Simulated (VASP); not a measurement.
# BaTiO3 (P4/mmm) in VASP: single point with PBE

Aim: the single point of BaTiO3 with PBE.

All numbers are computed with VASP 6.6.1; they aren't measurements. Logs are shortened: lines on timing, memory, paths and dates and some standing lists are left out, and cuts for length are marked.

### 1 The cell of the first run

Symmetry: P4/mmm, No. 123, tetragonal system. Conventional cell: a = 4.078 Å, b = 4.078 Å, c = 4.097 Å, α = 90.00°, β = 90.00°, γ = 90.00°. Ba (site symmetry 4/mmm) has 12 O at 2.88 to 2.89 Å and 8 Ti at 3.54 Å within 3.8 Å. Ti (site symmetry 4/mmm) has 6 O at 2.04 to 2.05 Å within 2.7 Å. Within 2.7 Å of O (site symmetry 4/mmm) lie 2 Ti at 2.05 Å. O (site symmetry mmm) has 2 Ti at 2.04 Å within 2.7 Å.

### 2 Single point, PBE (volume scaled by 1.06)

INCAR reads:

```
SYSTEM = BaTiO3
PREC     = Accurate       ! precision mode
ENCUT    = 520            ! plane-wave cutoff, eV
EDIFF    = 1E-7           ! SCF threshold, eV
ISMEAR   = -1             ! smearing method
SIGMA    = 0.03           ! smearing width, eV
LREAL    = .FALSE.        ! projectors in reciprocal space
LASPH    = .TRUE.         ! aspherical terms in the spheres
NELM     = 80             ! most SCF steps
ALGO     = Normal         ! electronic algorithm
ISIF     = 2              ! what is computed and relaxed
LWAVE    = .FALSE.        ! write WAVECAR
LCHARG   = .FALSE.        ! write CHGCAR
GGA      = PE             ! functional
NBANDS   = 28             ! bands
```

KPOINTS reads:

```
Automatic mesh
0
G
  7 7 7
  0 0 0
```

POSCAR reads:

```
BaTiO3
1.0
    4.0782473671      0.0000000000      0.0000000000
    0.0000000000      4.0782473671      0.0000000000
    0.0000000000      0.0000000000      4.0968043205
Ba Ti O
1 1 3
Direct
    0.0000000000      0.0000000000      0.0000000000
    0.5000000000      0.5000000000      0.5000000000
    0.5000000000      0.5000000000      0.0000000000
    0.5000000000      0.0000000000      0.5000000000
    0.0000000000      0.5000000000      0.5000000000
```

Potentials or basis: VASP PAW PBE potentials, release 64 (Ba_sv, Ti_sv, O).

Started as:

```
> cat potpaw_PBE.64/Ba_sv/POTCAR potpaw_PBE.64/Ti_sv/POTCAR potpaw_PBE.64/O/POTCAR > POTCAR
> mpirun -np 1 vasp_std > vasp.out
```

OUTCAR:

```text
SYSTEM = BaTiO3
   PREC = Accurate
   ENCUT = 520
   EDIFF = 1E-7
   ISMEAR = -1
   LREAL = .FALSE.
   LASPH = .TRUE.
   NELM = 80
   ISIF = 2
   GGA = PE

 ion  position               nearest neighbor table
   1  0.000  0.000  0.000-   3 2.88   3 2.88   3 2.88   3 2.88   5 2.89   4 2.89   5 2.89   5 2.89
                             5 2.89   4 2.89   4 2.89   4 2.89   2 3.54   2 3.54   2 3.54   2 3.54
   2  0.500  0.500  0.500-   4 2.04   5 2.04   4 2.04   5 2.04   3 2.05   3 2.05   1 3.54   1 3.54
                             1 3.54   1 3.54   1 3.54   1 3.54   1 3.54   1 3.54
   3  0.500  0.500  0.000-   2 2.05   2 2.05   1 2.88   1 2.88   1 2.88   1 2.88
   4  0.500  0.000  0.500-   2 2.04   2 2.04   1 2.89   1 2.89   1 2.89   1 2.89
   5  0.000  0.500  0.500-   2 2.04   2 2.04   1 2.89   1 2.89   1 2.89   1 2.89

  LATTYP: Found a simple tetragonal cell.
 ALAT       =     4.0782473671
 C/A-ratio  =     1.0045502275

  Lattice vectors:

 A1 = (   4.0782473671,   0.0000000000,   0.0000000000)
 A2 = (   0.0000000000,   4.0782473671,   0.0000000000)
 A3 = (   0.0000000000,   0.0000000000,   4.0968043205)

Analysis of symmetry for initial positions (statically):
=====================================================================
 Subroutine PRICEL returns:
 Original cell was already a primitive cell.

 Routine SETGRP: Setting up the symmetry group for a
 simple tetragonal supercell.

 Subroutine GETGRP returns: Found 16 space group operations
 (whereof 16 operations were pure point group operations)
 out of a pool of 16 trial point group operations.

The static configuration has the point symmetry D_4h.

Analysis of symmetry for dynamics (positions and initial velocities):
=====================================================================
 Subroutine PRICEL returns:
 Original cell was already a primitive cell.

 Routine SETGRP: Setting up the symmetry group for a
 simple tetragonal supercell.

 Subroutine GETGRP returns: Found 16 space group operations
 (whereof 16 operations were pure point group operations)
 out of a pool of 16 trial point group operations.

The dynamic configuration has the point symmetry D_4h.

 Subroutine INISYM returns: Found 16 space group operations
 (whereof 16 operations are pure point group operations),
 and found     1 'primitive' translations

----------------------------------------------------------------------------------------

                                     Primitive cell

  volume of cell :      68.1385

  direct lattice vectors                    reciprocal lattice vectors
     4.078247367  0.000000000  0.000000000     0.245203370  0.000000000  0.000000000
     0.000000000  4.078247367  0.000000000     0.000000000  0.245203370  0.000000000
     0.000000000  0.000000000  4.096804321     0.000000000  0.000000000  0.244092693

  length of vectors
     4.078247367  4.078247367  4.096804321     0.245203370  0.245203370  0.244092693

  position of ions in fractional coordinates (direct lattice)
     0.000000000  0.000000000  0.000000000
     0.500000000  0.500000000  0.500000000
     0.500000000  0.500000000  0.000000000
     0.500000000  0.000000000  0.500000000
     0.000000000  0.500000000  0.500000000

  ion indices of the primitive-cell ions
   primitive index   ion index
                 1           1
                 2           2
                 3           3
                 4           4
                 5           5

----------------------------------------------------------------------------------------

 KPOINTS: Automatic mesh

Automatic generation of k-mesh.
 Grid dimensions read from file:
 generate k-points for:    7    7    7

 Generating k-lattice:

  Cartesian coordinates                     Fractional coordinates (reciprocal lattice)
     0.035029053  0.000000000  0.000000000     0.142857143  0.000000000  0.000000000
     0.000000000  0.035029053  0.000000000     0.000000000  0.142857143  0.000000000
     0.000000000  0.000000000  0.034870385     0.000000000  0.000000000  0.142857143

  Length of vectors
     0.035029053  0.035029053  0.034870385

  Shift w.r.t. Gamma in fractional coordinates (k-lattice)
     0.000000000  0.000000000  0.000000000

 Subroutine IBZKPT returns following result:
 ===========================================

 Found     40 irreducible k-points:

 Following reciprocal coordinates:
            Coordinates               Weight
  0.000000  0.000000  0.000000      1.000000
  0.142857  0.000000  0.000000      4.000000
  0.285714  0.000000  0.000000      4.000000
  0.428571  0.000000  0.000000      4.000000
  0.142857  0.142857  0.000000      4.000000
  0.285714  0.142857  0.000000      8.000000
[... 16 lines left out ...]
  0.285714  0.000000  0.285714      8.000000
  0.428571  0.000000  0.285714      8.000000
 [... further k-points ...]
   k-points           NKPTS =     40   k-points in BZ     NKDIM =     40   number of bands    NBANDS=     28
   number of dos      NEDOS =    301   number of ions     NIONS =      5
   total plane-waves  NPLWV =  27000
   dimension x,y,z NGX =    30 NGY =   30 NGZ =   30
   dimension x,y,z NGXF=    60 NGYF=   60 NGZF=   60
   ions per type =               1   1   3
   NGX,Y,Z   is equivalent  to a cutoff of  12.23, 12.23, 12.17 a.u.
   NGXF,Y,Z  is equivalent  to a cutoff of  24.46, 24.46, 24.35 a.u.
 SYSTEM =  BaTiO3
   PREC   = accura    normal or accurate (medium, high low for compatibility)
   ISTART =      0    job   : 0-new  1-cont  2-samecut
   ICHARG =      2    charge: 1-file 2-atom 10-const
   ISPIN  =      1    spin polarized calculation?
   LNONCOLLINEAR =      F non collinear calculations
   LSORBIT =      F    spin-orbit coupling
   LASPH  =      T    aspherical Exc in radial PAW
   ENCUT  =  520.0 eV  38.22 Ry    6.18 a.u.   7.58  7.58  7.62*2*pi/ulx,y,z
   NELM   =     80;   NELMIN=  2; NELMDL= -5     # of ELM steps
   EDIFF  = 0.1E-06   stopping-criterion for ELM
   LREAL  =      F    real-space projection
   EDIFFG = 0.1E-05   stopping-criterion for IOM
   NSW    =      0    number of steps for IOM
   IBRION =     -1    ionic relax: 0-MD 1-quasi-New 2-CG
   NFREE  =      0    steps in history (QN), initial steepest desc. (CG)
   ISIF   =      2    stress and relaxation
   ISYM   =      2    0-nonsym 1-usesym 2-fastsym
   POTIM  = 0.5000    time-step for ionic-motion
   TEBEG  =    0.0;   TEEND  =   0.0 temperature during run
   PSTRESS=    0.0 pullay stress
   NELECT =      40.0000    total number of electrons
   NUPDOWN=      -1.0000    fix difference up-down
   EMIN   =  10.00;   EMAX   =-10.00  energy-range for DOS
   EFERMI =   0.00;   METHOD = LEGACY
   ISMEAR =    -1;   SIGMA  =   0.03  broadening in eV -4-tet -1-fermi 0-gaus
   EFERMI_NEDOS =   21; number of points for ismear=-14 and -15
   IALGO  =     38    algorithm
   IMIX   =      4    mixing-type and parameters
     AMIX     =   0.40;   BMIX     =  1.00
     AMIX_MAG =   1.60;   BMIX_MAG =  1.00
  volume/ion in A,a.u.               =      13.63        91.96
  Fermi-wavevector in a.u.,A,eV,Ry     =   1.370768  2.590376 25.565424  1.879006
  Thomas-Fermi vector in A             =   2.496525
   LORBIT       =      0    0 simple, 1 ext, 2 COOP (PROOUT), +10 PAW based schemes
   GGA     = PE    functional components
   LHFCALC =     F    Hartree Fock is set to
   AEXX    =    0.0000 exact exchange contribution
   IVDW    =     0    specifies the selected vdW correction
   LEPSILON=     F    determine dielectric tensor
   LRPA    =     F    only Hartree local field effects (RPA)
 non-spin polarized calculation
  energy-cutoff  :      520.00
  volume of cell :       68.14
 maximum number of plane-waves:      1849
   NGX = 15   NGY = 15   NGZ = 15

 number of electron      39.9999990 magnetization

 Free energy of the ion-electron system (eV)
  ---------------------------------------------------
  ext. energy  EPLUGINS =         0.00000000
  ---------------------------------------------------
  free energy    TOTEN  =       -39.94209691 eV

  energy without entropy =      -39.94209691  energy(sigma->0) =      -39.94209691

 E-fermi :   4.1253     XC(G=0): -10.9426

 val. band max:        3.3222165137   @ k =   0.4286   0.4286   0.4286
 cond. band min:       4.9971262191   @ k =   0.0000   0.0000   0.0000
 fundamental gap:      1.6749097054
 Fermi energy:         4.1253014974

 k-point     1 :       0.0000    0.0000    0.0000
  band No.  band energies     occupation
      1     -53.5096      2.00000
      2     -29.6907      2.00000
      3     -29.6907      2.00000
      4     -29.6905      2.00000
      5     -21.5908      2.00000
      6     -13.3714      2.00000
[... 20 lines left out ...]
     27       8.3816      0.00000
     28      10.1157      0.00000

 k-point     2 :       0.1429    0.0000    0.0000
  band No.  band energies     occupation
      1     -53.5094      2.00000
      2     -29.6980      2.00000
      3     -29.6904      2.00000
      4     -29.6902      2.00000
      5     -21.5749      2.00000
      6     -13.3697      2.00000
[... 20 lines left out ...]
     27       8.7373      0.00000
     28      10.5903      0.00000

 k-point     3 :       0.2857    0.0000    0.0000
  band No.  band energies     occupation
      1     -53.5091      2.00000
      2     -29.7145      2.00000
      3     -29.6898      2.00000
      4     -29.6896      2.00000
      5     -21.5385      2.00000
      6     -13.4151      2.00000
[... 20 lines left out ...]
     27       9.6397      0.00000
     28      11.4219      0.00000

 k-point     4 :       0.4286    0.0000    0.0000
  band No.  band energies     occupation
      1     -53.5089      2.00000
      2     -29.7277      2.00000
      3     -29.6893      2.00000
      4     -29.6891      2.00000
      5     -21.5090      2.00000
      6     -13.4855      2.00000
[... 20 lines left out ...]
     27      10.5089      0.00000
     28      11.3296      0.00000

 k-point     5 :       0.1429    0.1429    0.0000
  band No.  band energies     occupation
      1     -53.5093      2.00000
      2     -29.6979      2.00000
      3     -29.6976      2.00000
      4     -29.6900      2.00000
      5     -21.5598      2.00000
      6     -13.3514      2.00000
[... 20 lines left out ...]
     27       9.0688      0.00000
     28      10.8727      0.00000

 k-point     6 :       0.2857    0.1429    0.0000
  band No.  band energies     occupation
      1     -53.5090      2.00000
      2     -29.7142      2.00000
      3     -29.6971      2.00000
      4     -29.6894      2.00000
      5     -21.5256      2.00000
      6     -13.3585      2.00000
[... 463 lines left out ...]
      5     -21.5402      2.00000
      6     -13.4307      2.00000
[... 20 lines left out ...]
     27       9.6381      0.00000
     28      11.4431      0.00000

 k-point    22 :       0.1429    0.0000    0.2857
  band No.  band energies     occupation
      1     -53.5090      2.00000
      2     -29.7126      2.00000
      3     -29.6971      2.00000
      4     -29.6896      2.00000
      5     -21.5273      2.00000
      6     -13.3748      2.00000
[... 20 lines left out ...]
     27       9.9935      0.00000
     28      11.6126      0.00000

 k-point    23 :       0.2857    0.0000    0.2857
  band No.  band energies     occupation
      1     -53.5087      2.00000
      2     -29.7134      2.00000
      3     -29.7118      2.00000
      4     -29.6890      2.00000
      5     -21.4978      2.00000
      6     -13.2710      2.00000
[... 20 lines left out ...]
     27      10.9423      0.00000
     28      11.5203      0.00000

 k-point    24 :       0.4286    0.0000    0.2857
  band No.  band energies     occupation
      1     -53.5085      2.00000
      2     -29.7264      2.00000
      3     -29.7111      2.00000
      4     -29.6885      2.00000
      5     -21.4739      2.00000
      6     -13.2256      2.00000
[... 20 lines left out ...]
     27      11.4409      0.00000
     28      11.8912      0.00000

 [... further k-points ...]
[... 5 lines left out ...]
  --------------------------------------------------------------------------------------
  -------------------------------------------------------------------------------------
  Total       -2.2937891     -2.2937891     -2.5728229      0.0000000      0.0000000      0.0000000
  in kB      -53.9351288    -53.9351288    -60.4962044      0.0000000      0.0000000      0.0000000
  external PRESSURE =     -56.1221540 kB  Pullay stress =       0.0000000 kB

 VOLUME and BASIS-vectors are now :
 -----------------------------------------------------------------------------
  energy-cutoff  :      520.00
  volume of cell :       68.14
      direct lattice vectors                 reciprocal lattice vectors
     4.078247367  0.000000000  0.000000000     0.245203370  0.000000000  0.000000000
     0.000000000  4.078247367  0.000000000     0.000000000  0.245203370  0.000000000
     0.000000000  0.000000000  4.096804321     0.000000000  0.000000000  0.244092693

 POSITION                                       TOTAL-FORCE (eV/Angst)
 -----------------------------------------------------------------------------------
      0.00000      0.00000      0.00000         0.000000      0.000000      0.000000
      2.03912      2.03912      2.04840         0.000000      0.000000      0.000000
      2.03912      2.03912      0.00000         0.000000      0.000000      0.000000
      2.03912      0.00000      2.04840         0.000000      0.000000      0.000000
      0.00000      2.03912      2.04840         0.000000      0.000000      0.000000
 -----------------------------------------------------------------------------------
    total drift:                                0.000000      0.000000     -0.000000

  FREE ENERGIE OF THE ION-ELECTRON SYSTEM (eV)
  ---------------------------------------------------
  free  energy   TOTEN  =       -39.9420969135 eV

  energy  without entropy=      -39.9420969135  energy(sigma->0) =      -39.94209691
```

Wall time 48 s (1 thread of Intel Xeon 6975P-C (Granite Rapids), shared host); peak memory 0.22 GiB.

What came out:

```yaml
Free_energy: -39.9421 eV
Pressure: -5.6 GPa
Band_gap_on_the_k_mesh: 1.67 eV, indirect (least direct gap 1.81 eV)
```

Levels at points of the mesh, in eV from the valence-band top:
```tsv
k point	band 18	band 19	band 20	band 21	band 22	band 23
(0.00, 0.00, 0.00)	-0.14	-0.14	-0.14	1.67	1.67	1.68
```

Caveat: spin-orbit coupling is left out, which moves the levels of the heavy elements. A k mesh can miss the band edges.
